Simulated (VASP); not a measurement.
# CoH (I4mm) in VASP: single point with r2SCAN

Aim: the single point of CoH with r2SCAN.

Program: VASP 6.6.1. These are calculated values, not measurements. Logs are shortened: lines on timing, memory, paths and dates and some standing lists are left out, and cuts for length are marked.

## Step 1: The cell of the first run

It takes space group I4mm (No. 107, tetragonal). Conventional cell: a = 2.606 Å, b = 2.606 Å, c = 3.686 Å, α = 90.00°, β = 90.00°, γ = 90.00°. Co (site symmetry 4mm) has 1 H at 1.38 Å within 1.8 Å. H (site symmetry 4mm) has 1 Co at 1.38 Å within 1.8 Å.

## Step 2: Single point, r2SCAN, collinear spin, ferromagnetic start (shortest bond scaled by 0.75, source ansatz)

Input file POSCAR:

```
CoH
1.0
    0.0000000000      1.8429617100      1.8429617100
    1.8429617100      0.0000000000      1.8429617100
    1.8429617100      1.8429617100      0.0000000000
Co H
1 1
Direct
   -0.0625000000     -0.0625000000      0.0625000000
    0.5625000000      0.5625000000      0.4375000000
```

Input file INCAR.step1:

```
  ALGO = Normal
  EDIFF = 1E-4
  ENCUT = 520
  GGA = PE
  ISMEAR = -1
  ISPIN = 2
  LASPH = True
  LCHARG = False
  LMAXMIX = 4
  LREAL = False
  LWAVE = True
  MAGMOM = 2 0
  NBANDS = 16
  NELM = 150
  PREC = Accurate
  SIGMA = 0.05
```

Input file INCAR.step2:

```
  ALGO = Normal
  EDIFF = 1E-6
  ENCUT = 520
  ISIF = 2
  ISMEAR = -1
  ISPIN = 2
  ISTART = 1
  LASPH = True
  LCHARG = True
  LELF = True
  LMAXMIX = 4
  LMIXTAU = True
  LORBIT = 11
  LREAL = False
  LVHAR = True
  LWAVE = False
  MAGMOM = 2 0
  METAGGA = R2SCAN
  NBANDS = 16
  NELM = 150
  PREC = Accurate
  SIGMA = 0.05
```

Input file KPOINTS:

```
k-points
0
Gamma
  13 13 13
```

Potentials or basis: VASP PAW PBE potentials, release 64 (Co, H).

Run with:

```console
$ cat potpaw_PBE.64/Co/POTCAR potpaw_PBE.64/H/POTCAR > POTCAR
$ cp INCAR.step1 INCAR
$ mpirun -np 1 vasp_std > vasp.out
$ cp INCAR.step2 INCAR
$ mpirun -np 1 vasp_std > vasp.out
```

OUTCAR:

```text
EDIFF = 1E-6
   ENCUT = 520
   ISIF = 2
   ISMEAR = -1
   ISPIN = 2
   ISTART = 1
   LASPH = True
   LORBIT = 11
   LREAL = False
   METAGGA = R2SCAN
   NELM = 150
   PREC = Accurate

 ion  position               nearest neighbor table
   1  0.938  0.938  0.062-   2 1.38   2 1.90   2 1.90   2 1.90   2 1.90
   2  0.562  0.562  0.438-   1 1.38   1 1.90   1 1.90   1 1.90   1 1.90

  LATTYP: Found a face centered cubic cell.
 ALAT       =     3.6859234200

  Lattice vectors:

 A1 = (   0.0000000000,   1.8429617100,   1.8429617100)
 A2 = (   1.8429617100,   0.0000000000,   1.8429617100)
 A3 = (   1.8429617100,   1.8429617100,   0.0000000000)

Analysis of symmetry for initial positions (statically):
=====================================================================
 Subroutine PRICEL returns:
 Original cell was already a primitive cell.

 Routine SETGRP: Setting up the symmetry group for a
 face centered cubic supercell.

 Subroutine GETGRP returns: Found  8 space group operations
 (whereof  8 operations were pure point group operations)
 out of a pool of 48 trial point group operations.

The static configuration has the point symmetry C_4v.

Analysis of symmetry for dynamics (positions and initial velocities):
=====================================================================
 Subroutine PRICEL returns:
 Original cell was already a primitive cell.

 Routine SETGRP: Setting up the symmetry group for a
 face centered cubic supercell.

 Subroutine GETGRP returns: Found  8 space group operations
 (whereof  8 operations were pure point group operations)
 out of a pool of 48 trial point group operations.

The dynamic configuration has the point symmetry C_4v.

Analysis of structural, dynamic, and magnetic symmetry:
=====================================================================
 Subroutine PRICEL returns:
 Original cell was already a primitive cell.

 Routine SETGRP: Setting up the symmetry group for a
 face centered cubic supercell.

 Subroutine GETGRP returns: Found  8 space group operations
 (whereof  8 operations were pure point group operations)
 out of a pool of 48 trial point group operations.

The overall configuration has the point symmetry C_4v.

 Subroutine INISYM returns: Found  8 space group operations
 (whereof  8 operations are pure point group operations),
 and found     1 'primitive' translations

----------------------------------------------------------------------------------------

                                     Primitive cell

  volume of cell :      12.5193

  direct lattice vectors                    reciprocal lattice vectors
     0.000000000  1.842961710  1.842961710    -0.271302435  0.271302435  0.271302435
     1.842961710  0.000000000  1.842961710     0.271302435 -0.271302435  0.271302435
     1.842961710  1.842961710  0.000000000     0.271302435  0.271302435 -0.271302435

  length of vectors
     2.606341445  2.606341445  2.606341445     0.469909602  0.469909602  0.469909602

  position of ions in fractional coordinates (direct lattice)
     0.937500000  0.937500000  0.062500000
     0.562500000  0.562500000  0.437500000

  ion indices of the primitive-cell ions
   primitive index   ion index
                 1           1
                 2           2

----------------------------------------------------------------------------------------

 KPOINTS: k-points

Automatic generation of k-mesh.
 Grid dimensions read from file:
 generate k-points for:   13   13   13

 Generating k-lattice:

  Cartesian coordinates                     Fractional coordinates (reciprocal lattice)
    -0.020869418  0.020869418  0.020869418     0.076923077  0.000000000  0.000000000
     0.020869418 -0.020869418  0.020869418     0.000000000  0.076923077  0.000000000
     0.020869418  0.020869418 -0.020869418     0.000000000  0.000000000  0.076923077

  Length of vectors
     0.036146892  0.036146892  0.036146892

  Shift w.r.t. Gamma in fractional coordinates (k-lattice)
     0.000000000  0.000000000  0.000000000

 Subroutine IBZKPT returns following result:
 ===========================================

 Found    196 irreducible k-points:

 Following reciprocal coordinates:
            Coordinates               Weight
  0.000000  0.000000  0.000000      1.000000
  0.076923  0.000000  0.000000      8.000000
  0.153846  0.000000  0.000000      8.000000
  0.230769  0.000000  0.000000      8.000000
  0.307692  0.000000  0.000000      8.000000
  0.384615  0.000000  0.000000      8.000000
[... 16 lines left out ...]
  0.000000 -0.384615  0.076923     16.000000
 -0.307692  0.076923  0.000000      8.000000
 [... further k-points ...]
   k-points           NKPTS =    196   k-points in BZ     NKDIM =    196   number of bands    NBANDS=     16
   number of dos      NEDOS =    301   number of ions     NIONS =      2
   total plane-waves  NPLWV =   8000
   dimension x,y,z NGX =    20 NGY =   20 NGZ =   20
   dimension x,y,z NGXF=    40 NGYF=   40 NGZF=   40
   ions per type =               1   1
   NGX,Y,Z   is equivalent  to a cutoff of  12.76, 12.76, 12.76 a.u.
   NGXF,Y,Z  is equivalent  to a cutoff of  25.51, 25.51, 25.51 a.u.
 SYSTEM =  unknown system
   PREC   = accura    normal or accurate (medium, high low for compatibility)
   ISTART =      1    job   : 0-new  1-cont  2-samecut
   ICHARG =      0    charge: 1-file 2-atom 10-const
   ISPIN  =      2    spin polarized calculation?
   LNONCOLLINEAR =      F non collinear calculations
   LSORBIT =      F    spin-orbit coupling
   LASPH  =      T    aspherical Exc in radial PAW
   ENCUT  =  520.0 eV  38.22 Ry    6.18 a.u.   4.85  4.85  4.85*2*pi/ulx,y,z
   NELM   =    150;   NELMIN=  2; NELMDL=  0     # of ELM steps
   EDIFF  = 0.1E-05   stopping-criterion for ELM
   LREAL  =      F    real-space projection
   EDIFFG = 0.1E-04   stopping-criterion for IOM
   NSW    =      0    number of steps for IOM
   IBRION =     -1    ionic relax: 0-MD 1-quasi-New 2-CG
   NFREE  =      0    steps in history (QN), initial steepest desc. (CG)
   ISIF   =      2    stress and relaxation
   ISYM   =      2    0-nonsym 1-usesym 2-fastsym
   POTIM  = 0.5000    time-step for ionic-motion
   TEBEG  =    0.0;   TEEND  =   0.0 temperature during run
   PSTRESS=    0.0 pullay stress
   NELECT =      10.0000    total number of electrons
   NUPDOWN=      -1.0000    fix difference up-down
   EMIN   =  10.00;   EMAX   =-10.00  energy-range for DOS
   EFERMI =   0.00;   METHOD = LEGACY
   ISMEAR =    -1;   SIGMA  =   0.05  broadening in eV -4-tet -1-fermi 0-gaus
   EFERMI_NEDOS =   21; number of points for ismear=-14 and -15
   IALGO  =     38    algorithm
   IMIX   =      4    mixing-type and parameters
     AMIX     =   0.40;   BMIX     =  1.00
     AMIX_MAG =   1.60;   BMIX_MAG =  1.00
  volume/ion in A,a.u.               =       6.26        42.24
  Fermi-wavevector in a.u.,A,eV,Ry     =   1.518968  2.870433 31.392214  2.307263
  Thomas-Fermi vector in A             =   2.628017
   LORBIT       =     11    0 simple, 1 ext, 2 COOP (PROOUT), +10 PAW based schemes
   METAGGA = R2SCAN    functional components
   LHFCALC =     F    Hartree Fock is set to
   AEXX    =    0.0000 exact exchange contribution
   IVDW    =     0    specifies the selected vdW correction
   LEPSILON=     F    determine dielectric tensor
   LRPA    =     F    only Hartree local field effects (RPA)
 spin polarized calculation
  energy-cutoff  :      520.00
  volume of cell :       12.52
 maximum number of plane-waves:       343
   NGX =  9   NGY =  9   NGZ =  9

 number of electron      10.0000004 magnetization       1.3556538

 Free energy of the ion-electron system (eV)
  ---------------------------------------------------
  ext. energy  EPLUGINS =         0.00000000
  ---------------------------------------------------
  free energy    TOTEN  =       -16.08742572 eV

  energy without entropy =      -16.08006326  energy(sigma->0) =      -16.08374449

 E-fermi :  10.1613     XC(G=0): -14.4995

 val. band max:       10.1514319350   @ k =   0.0769   0.3077   0.1538
 cond. band min:      10.1697882536   @ k =   0.0000  -0.2308   0.0769
 fundamental gap:      0.0183563185
 Fermi energy:        10.1613495168

 spin component 1

 k-point     1 :       0.0000    0.0000    0.0000
  band No.  band energies     occupation
      1      -2.7976      1.00000
      2       6.6530      1.00000
      3       6.6530      1.00000
      4       6.8403      1.00000
      5       7.7485      1.00000
      6       8.1521      1.00000
[... 8 lines left out ...]
     15      42.9604      0.00000
     16      46.1344      0.00000

 k-point     2 :       0.0769    0.0000    0.0000
  band No.  band energies     occupation
      1      -2.5978      1.00000
      2       6.6109      1.00000
      3       6.7027      1.00000
      4       6.8626      1.00000
      5       7.7164      1.00000
      6       8.1261      1.00000
[... 8 lines left out ...]
     15      42.8832      0.00000
     16      44.1159      0.00000

 k-point     3 :       0.1538    0.0000    0.0000
  band No.  band energies     occupation
      1      -2.0125      1.00000
      2       6.4415      1.00000
      3       6.8203      1.00000
      4       6.9321      1.00000
      5       7.6827      1.00000
      6       8.0801      1.00000
[... 8 lines left out ...]
     15      42.5746      0.00000
     16      42.6990      0.00000
[... 362 lines left out ...]
 k-point    23 :       0.0000   -0.3846    0.0769
  band No.  band energies     occupation
      1       1.7679      1.00000
      2       5.1783      1.00000
      3       6.7663      1.00000
      4       6.9594      1.00000
      5       8.2918      1.00000
      6       8.7776      1.00000
[... 8 lines left out ...]
     15      46.1758      0.00000
     16      48.9003      0.00000

 k-point    24 :      -0.3077    0.0769    0.0000
  band No.  band energies     occupation
      1       0.5660      1.00000
      2       5.5903      1.00000
      3       6.8181      1.00000
      4       6.9692      1.00000
      5       8.1366      1.00000
      6       8.5479      1.00000
[... 8 lines left out ...]
     15      44.4246      0.00000
     16      46.3211      0.00000

 [... further k-points ...]

 spin component 2

 k-point     1 :       0.0000    0.0000    0.0000
  band No.  band energies     occupation
      1      -3.0745      1.00000
      2       8.8705      1.00000
      3       8.8705      1.00000
      4       9.0546      1.00000
      5       9.2011      1.00000
      6       9.6161      0.99998
[... 8 lines left out ...]
     15      47.2371      0.00000
     16      47.2372      0.00000

 k-point     2 :       0.0769    0.0000    0.0000
  band No.  band energies     occupation
      1      -2.8709      1.00000
      2       8.7788      1.00000
      3       8.9242      1.00000
      4       9.0187      1.00000
      5       9.2379      1.00000
      6       9.5886      0.99999
[... 8 lines left out ...]
     15      44.9344      0.00000
     16      45.1321      0.00000

 k-point     3 :       0.1538    0.0000    0.0000
  band No.  band energies     occupation
      1      -2.2733      1.00000
      2       8.4658      1.00000
      3       8.8682      1.00000
      4       8.9929      1.00000
      5       9.4542      1.00000
      6       9.6008      0.99999
[... 8 lines left out ...]
     15      43.3888      0.00000
     16      44.5150      0.00000
[... 362 lines left out ...]
 k-point    23 :       0.0000   -0.3846    0.0769
  band No.  band energies     occupation
      1       1.7411      1.00000
      2       6.2782      1.00000
      3       8.3232      1.00000
      4       8.4702      1.00000
      5      10.5711      0.00028
      6      10.8333      0.00000
[... 8 lines left out ...]
     15      48.5966      0.00000
     16      50.4988      0.00000

 k-point    24 :      -0.3077    0.0769    0.0000
  band No.  band energies     occupation
      1       0.4254      1.00000
      2       7.0155      1.00000
      3       8.4392      1.00000
      4       8.6689      1.00000
      5      10.1801      0.40742
      6      10.6421      0.00007
[... 8 lines left out ...]
     15      46.2640      0.00000
     16      49.4266      0.00000

 [... further k-points ...]
[... 5 lines left out ...]
  --------------------------------------------------------------------------------------
  -------------------------------------------------------------------------------------
  Total       -0.0769815     -0.0769815      3.9703498      0.0000000     -0.0000000      0.0000000
  in kB       -9.8518549     -9.8518549    508.1131291      0.0000000     -0.0000000      0.0000000
  external PRESSURE =     162.8031397 kB  Pullay stress =       0.0000000 kB

 VOLUME and BASIS-vectors are now :
 -----------------------------------------------------------------------------
  energy-cutoff  :      520.00
  volume of cell :       12.52
      direct lattice vectors                 reciprocal lattice vectors
     0.000000000  1.842961710  1.842961710    -0.271302435  0.271302435  0.271302435
     1.842961710  0.000000000  1.842961710     0.271302435 -0.271302435  0.271302435
     1.842961710  1.842961710  0.000000000     0.271302435  0.271302435 -0.271302435

 POSITION                                       TOTAL-FORCE (eV/Angst)
 -----------------------------------------------------------------------------------
      1.84296      1.84296      3.45555         0.000000      0.000000      3.171669
      1.84296      1.84296      2.07333         0.000000      0.000000     -3.171669
 -----------------------------------------------------------------------------------
    total drift:                                0.000037      0.000037     -0.000224

  FREE ENERGIE OF THE ION-ELECTRON SYSTEM (eV)
  ---------------------------------------------------
  free  energy   TOTEN  =       -16.0874257166 eV

  energy  without entropy=      -16.0800632609  energy(sigma->0) =      -16.08374449

 total charge

# of ion       s       p       d       tot
------------------------------------------
    1        0.456   0.614   7.446   8.516
    2        0.571   0.058   0.000   0.629
--------------------------------------------------
tot          1.026   0.673   7.446   9.145

 magnetization (x)

# of ion       s       p       d       tot
------------------------------------------
    1       -0.007  -0.030   1.460   1.422
    2       -0.006  -0.005   0.000  -0.012
--------------------------------------------------
tot         -0.014  -0.036   1.460   1.410
```

Wall time 3.5 min (1 thread of Intel Xeon 6975P-C (Granite Rapids), shared host); peak memory 0.19 GiB.

What came out:

* Free energy: -16.0874 eV
* Pressure: 16.3 GPa
* Largest force: 3.172 eV/Å
* Net moment: 1.36 μB per cell
* Site moments: Co +1.42; H -0.01 μB
* Valence electrons inside the program's atomic spheres: Co 8.52; H 0.63

Forces on the atoms (eV/Å):
```
Co   0.000  0.000  3.172
H    0.000  0.000 -3.172
```

Stress tensor (GPa, compression positive):
```
-0.99  0.00  0.00
 0.00 -0.99  0.00
 0.00  0.00 50.81
```

Levels at points of the mesh, in eV from the Fermi level:
Spin up:
| k point | band 2 | band 3 | band 4 | band 5 | band 6 | band 7 | band 8 | band 9 | band 10 | band 11 |
| --- | --- | --- | --- | --- | --- | --- | --- | --- | --- | --- |
| (0.00, 0.00, 0.00) | -3.51 | -3.51 | -3.32 | -2.41 | -2.01 | 13.96 | 21.36 | 22.87 | 22.87 | 25.56 |
Spin down:
```tsv
k point	band 1	band 2	band 3	band 4	band 5	band 6	band 7	band 8	band 9
(0.00, 0.00, 0.00)	-13.24	-1.29	-1.29	-1.11	-0.96	-0.55	14.02	20.95	23.09
```

Caveat: the cell differs from its parent crystal (shortest bond scaled by 0.75, source ansatz); the cell stands under pressure; the PAW data sets were made with another functional, which shifts forces and pressure a little.
